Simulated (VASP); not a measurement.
# MgO (P-4m2) in VASP: further runs, part 2 of 2

VASP 6.6.1.

### Step 3. Single point, LDA (mode 14 frozen in at -0.029 Å and mode 24 at +0.058 Å (largest displacements))

INCAR

```
SYSTEM = MgO
PREC = Accurate
ENCUT = 520
EDIFF = 1E-6
ISMEAR = 0
SIGMA = 0.05
LREAL = .False.
LASPH = .True.
NELM = 80
ALGO = Normal
ISIF = 2
LWAVE = .False.
LCHARG = .False.
NBANDS = 36
```

KPOINTS

```
regular mesh
0
Gamma
  4 4 4
  0 0 0
```

POSCAR

```
MgO
1.0
    5.5230736673      0.0000000000      0.0000000000
    0.0000000000      5.5230736673      0.0000000000
    0.0000000000      0.0000000000      5.5230736673
Mg O
6 6
Direct
    0.2500000000      0.0001267585      0.5000000000
    0.0000000000      0.4998732415      0.2500000000
    0.5000000000      0.7500000000      0.0000000000
    0.7500000000      0.0001267585      0.5000000000
    0.0000000000      0.4998732415      0.7500000000
    0.5000000000      0.2500000000      0.0000000000
    0.2500000000      0.5144860725      0.0000000000
    0.5000000000     -0.0144860725      0.2500000000
    0.0000000000      0.7500000000      0.5000000000
    0.7500000000      0.5144860725      0.0000000000
    0.5000000000     -0.0144860725      0.7500000000
    0.0000000000      0.2500000000      0.5000000000
```

Potentials or basis: VASP PAW LDA potentials, release 64 (Mg, O).

On the command line:

```bash
$ cat potpaw_LDA.64/Mg/POTCAR potpaw_LDA.64/O/POTCAR > POTCAR
$ mpirun -np 1 vasp_std > vasp.out
```

OUTCAR:

```text
SYSTEM = MgO
   PREC = Accurate
   ENCUT = 520
   EDIFF = 1E-6
   ISMEAR = 0
   LREAL = .False.
   LASPH = .True.
   NELM = 80
   ISIF = 2

 ion  position               nearest neighbor table
   1  0.250  0.000  0.500-  12 1.95   9 1.95  11 1.95   8 1.95   4 2.76   4 2.76   5 3.38   2 3.38
                             6 3.38   6 3.38   3 3.38   3 3.38   5 3.38   2 3.38
   2  0.000  0.500  0.250-  12 1.95   9 1.95  10 1.95   7 1.95   5 2.76   5 2.76   1 3.38   4 3.38
                             6 3.38   6 3.38   3 3.38   3 3.38   1 3.38   4 3.38
   3  0.500  0.750  0.000-   7 1.90   8 1.90  10 1.90  11 1.90   6 2.76   6 2.76   4 3.38   5 3.38
                             1 3.38   1 3.38   4 3.38   2 3.38   2 3.38   5 3.38
   4  0.750  0.000  0.500-  12 1.95   9 1.95  11 1.95   8 1.95   1 2.76   1 2.76   5 3.38   2 3.38
                             6 3.38   6 3.38   3 3.38   3 3.38   5 3.38   2 3.38
   5  0.000  0.500  0.750-  12 1.95   9 1.95  10 1.95   7 1.95   2 2.76   2 2.76   4 3.38   1 3.38
                             6 3.38   6 3.38   3 3.38   3 3.38   1 3.38   4 3.38
   6  0.500  0.250  0.000-   7 2.01   8 2.01  10 2.01  11 2.01   3 2.76   3 2.76   1 3.38   4 3.38
                             5 3.38   1 3.38   4 3.38   2 3.38   2 3.38   5 3.38
   7  0.250  0.514  0.000-   3 1.90   2 1.95   5 1.95   6 2.01
[... 917 lines left out ...]
  Direction    XX          YY          ZZ          XY          YZ          ZX
  --------------------------------------------------------------------------------------
  -------------------------------------------------------------------------------------
  Total       -0.5027030     -0.6503321     -0.5027030      0.0000000      0.0000000      0.0000000
  in kB       -4.7805686     -6.1844812     -4.7805686      0.0000000      0.0000000      0.0000000
  external PRESSURE =      -5.2485395 kB  Pullay stress =       0.0000000 kB

 VOLUME and BASIS-vectors are now :
 -----------------------------------------------------------------------------
  energy-cutoff  :      520.00
  volume of cell :      168.48
      direct lattice vectors                 reciprocal lattice vectors
     5.523073667  0.000000000  0.000000000     0.181058603  0.000000000  0.000000000
     0.000000000  5.523073667  0.000000000     0.000000000  0.181058603  0.000000000
     0.000000000  0.000000000  5.523073667     0.000000000  0.000000000  0.181058603

 POSITION                                       TOTAL-FORCE (eV/Angst)
 -----------------------------------------------------------------------------------
      1.38077      0.00070      2.76154         0.011245     -0.340010      0.000000
      0.00000      2.76084      1.38077         0.000000      0.340010     -0.011245
      2.76154      4.14231      0.00000         0.000000     -0.000000      0.000000
      4.14231      0.00070      2.76154        -0.011245     -0.340010      0.000000
      0.00000      2.76084      4.14231         0.000000      0.340010      0.011245
      2.76154      1.38077      0.00000         0.000000     -0.000000      0.000000
      1.38077      2.84154      0.00000        -0.136593     -1.100040      0.000000
      2.76154      5.44307      1.38077        -0.000000      1.100040      0.136593
      0.00000      4.14231      2.76154         0.000000     -0.000000      0.000000
      4.14231      2.84154      0.00000         0.136593     -1.100040      0.000000
      2.76154      5.44307      4.14231        -0.000000      1.100040     -0.136593
      0.00000      1.38077      2.76154         0.000000     -0.000000      0.000000
 -----------------------------------------------------------------------------------
    total drift:                                0.000000      0.000000     -0.000000

  FREE ENERGIE OF THE ION-ELECTRON SYSTEM (eV)
  ---------------------------------------------------
  free  energy   TOTEN  =       -77.2500619341 eV

  energy  without entropy=      -77.2500619341  energy(sigma->0) =      -77.25006193
```

OSZICAR:

```text
N       E                     dE             d eps       ncg     rms          rms(c)
DAV:   1     0.256733531311E+03    0.25673E+03   -0.22128E+04  1296   0.116E+03
DAV:   2    -0.675375702688E+02   -0.32427E+03   -0.30742E+03  1724   0.257E+02
DAV:   3    -0.927836051654E+02   -0.25246E+02   -0.25115E+02  1604   0.755E+01
DAV:   4    -0.930321024002E+02   -0.24850E+00   -0.24823E+00  1532   0.869E+00
DAV:   5    -0.930347015984E+02   -0.25992E-02   -0.25986E-02  1584   0.871E-01    0.210E+01
DAV:   6    -0.781508965128E+02    0.14884E+02   -0.59689E+01  1464   0.364E+01    0.723E+00
DAV:   7    -0.776026924693E+02    0.54820E+00   -0.12345E+00  1396   0.566E+00    0.391E+00
DAV:   8    -0.772502061169E+02    0.35249E+00   -0.52067E-01  1424   0.484E+00    0.727E-01
DAV:   9    -0.772484733683E+02    0.17327E-02   -0.51651E-02  1596   0.115E+00    0.298E-01
DAV:  10    -0.772499933678E+02   -0.15200E-02   -0.33045E-03  1384   0.315E-01    0.110E-01
DAV:  11    -0.772499987223E+02   -0.53545E-05   -0.53340E-04  1468   0.135E-01    0.405E-02
DAV:  12    -0.772500489493E+02   -0.50227E-04   -0.96832E-05  1412   0.583E-02    0.237E-02
DAV:  13    -0.772500623700E+02   -0.13421E-04   -0.14029E-05  1436   0.249E-02    0.142E-02
DAV:  14    -0.772500619813E+02    0.38872E-06   -0.20317E-05  1396   0.227E-02    0.276E-03
DAV:  15    -0.772500619341E+02    0.47130E-07   -0.59271E-07  1100   0.730E-03
   1 F= -.77250062E+02 E0= -.77250062E+02  d E =-.224296E-18
```

stdout:

```text
POSCAR found type information on POSCAR MgO
 POSCAR found :  2 types and      12 ions
 scaLAPACK will be used
 LDA part: xc-table for (Slater(with rela. corr.)+CA(PZ))
 , standard interpolation
 POSCAR, INCAR and KPOINTS ok, starting setup
 FFT: planning ... GRIDC
 FFT: planning ... GRID_SOFT
 FFT: planning ... GRID
 WAVECAR not read
 entering main loop
```

Wall time 74 s (1 thread of Intel Xeon Platinum 8559C (Emerald Rapids), shared host); peak memory 0.25 GiB.

What came out:

| Property | Result |
| --- | --- |
| Free energy | -77.2501 eV |
| Pressure | -0.5 GPa |
| Largest force | 1.108 eV/Å |
| Band gap on the k mesh | 2.82 eV, direct |

Forces on the atoms (eV/Å):
```
Mg   0.011 -0.340  0.000
Mg   0.000  0.340 -0.011
Mg   0.000  0.000  0.000
Mg  -0.011 -0.340  0.000
Mg   0.000  0.340  0.011
Mg   0.000  0.000  0.000
O   -0.137 -1.100  0.000
O    0.000  1.100  0.137
O    0.000  0.000  0.000
O    0.137 -1.100  0.000
O    0.000  1.100 -0.137
O    0.000  0.000  0.000
```

Levels at points of the mesh, in eV from the valence-band top:
| k point | band 22 | band 23 | band 24 | band 25 | band 26 | band 27 |
| --- | --- | --- | --- | --- | --- | --- |
| (0.00, 0.00, 0.00) | -0.01 | 0.00 | 0.00 | 2.82 | 5.80 | 7.94 |
| (0.50, 0.00, 0.00) | -0.60 | -0.01 | 0.00 | 4.73 | 4.74 | 7.57 |
| (0.00, 0.50, 0.00) | -0.62 | 0.00 | 0.00 | 4.61 | 4.90 | 7.45 |
| (0.50, 0.50, 0.00) | -0.63 | -0.47 | 0.00 | 5.43 | 5.69 | 6.07 |
| (0.50, 0.00, 0.50) | -0.61 | -0.50 | -0.01 | 5.69 | 5.69 | 5.70 |
| (0.50, 0.50, 0.50) | -0.87 | -0.82 | -0.82 | 6.19 | 6.19 | 7.10 |

Caveat: the cell differs from its parent crystal (mode 14 frozen in at -0.029 Å and mode 24 at +0.058 Å (largest displacements)); forces of over 1 eV/Å act on the atoms, so gaps and moduli don't describe the material at rest.
